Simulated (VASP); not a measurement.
Set up this calculation in VASP 6.6.1, as the native input.

- Task: single point
- Functional: r2SCAN
- Potentials or basis: VASP PAW PBE potentials, release 64 (Ga_d, P)
- Cutoff: 550 eV
- k mesh: 6 × 6 × 6
- Occupations: gaussian, width 0.01 eV
- Spin: no spin polarisation
- Dipole correction: no
- Further INCAR settings: ALGO = Normal; EDIFF = 1e-06; NBANDS = 16

Crystal: GaP.

```
Ga P
1.0
     0.00000    2.72525    2.72525
     2.72525    0.00000    2.72525
     2.72525    2.72525    0.00000
Ga P
1 1
Direct
  0.00000 0.00000 0.00000
  0.75000 0.75000 0.75000
```

These files were run (other wordings do the same):

POSCAR

```
GaP
1.0
    0.0000000000      2.7252500000      2.7252500000
    2.7252500000      0.0000000000      2.7252500000
    2.7252500000      2.7252500000      0.0000000000
Ga P
1 1
Direct
    0.0000000000      0.0000000000      0.0000000000
    0.7500000000      0.7500000000      0.7500000000
```

INCAR.step1

```
  PREC = Accurate
  ENCUT = 550
  ISMEAR = 0
  SIGMA = 0.01
  LREAL = F
  LASPH = T
  NELM = 120
  NBANDS = 16
  GGA = PE
  ALGO = Normal
  EDIFF = 1E-5
  LWAVE = T
  LCHARG = F
  GGA_COMPAT = F
```

INCAR.step2

```
  PREC = Accurate
  ENCUT = 550
  EDIFF = 1E-6
  ISMEAR = 0
  SIGMA = 0.01
  LREAL = F
  LASPH = T
  NELM = 120
  ALGO = Normal
  ISIF = 2
  LWAVE = F
  LCHARG = T
  METAGGA = R2SCAN
  LMIXTAU = T
  LELF = T
  LVHAR = T
  NBANDS = 16
  ISTART = 1
  GGA_COMPAT = F
```

KPOINTS

```
regular mesh
0
Gamma
  6 6 6
```

Potentials or basis: VASP PAW PBE potentials, release 64 (Ga_d, P).

Launch:

```sh
$ cat potpaw_PBE.64/Ga_d/POTCAR potpaw_PBE.64/P/POTCAR > POTCAR
$ cp INCAR.step1 INCAR
$ mpirun -np 1 vasp_std > vasp.out
$ cp INCAR.step2 INCAR
$ mpirun -np 1 vasp_std > vasp.out
```

Results of the run:

- Pressure: 0.0 GPa
- Band gap on the k mesh: 1.91 eV (least direct gap 2.34 eV)

Caveat: the PAW data sets were made with another functional, which shifts forces and pressure a little.

Wall time 58 s on 1 thread of Intel Xeon 8259CL (shared host), peak memory 0.17 GiB.
